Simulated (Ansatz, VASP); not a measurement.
Two plane-wave programs on ScAl3N4

```
Sc Al N
1.0
    -3.22150    0.00000    0.00000
     0.00000    5.57980    0.00000
     1.61075   -2.78990   -5.06150
Sc Al N
1 3 4
Direct
  0.00000 0.33333 0.00000
  0.50000 0.83333 0.00000
  0.75000 0.41667 0.50000
  0.25000 0.91667 0.50000
  0.75000 0.08333 0.50000
  0.25000 0.58333 0.50000
  0.50000 0.16667 0.00000
  0.00000 0.66667 0.00000
```

Alike in both runs: task relaxation of cell and atoms; functional r2SCAN; k mesh 6 × 6 × 6; occupations gaussian, width 0.1 eV; no spin polarisation.

|  | VASP | Ansatz |
| --- | --- | --- |
| version | VASP 6.6.1 | Ansatz 0.2.0 |
| potentials or method | VASP PAW PBE potentials, release 64 (Sc_sv, Al, N), cutoff 600 eV | scalar-relativistic, plane waves, PAW |
| valence electrons in the cell | 40 | 40 |

```csv
,VASP,Ansatz,Ansatz less VASP
"gap on the k mesh at the Fermi level, each at its own relaxed structure (eV)",3.06,3.08,+0.015
relaxed volume (Å³/atom),10.65,10.64,-0.011
relaxed cell length with the largest relative difference (Å),5.968,5.954,-0.0140
```

VASP's potentials were made for PBE, not for r2SCAN.
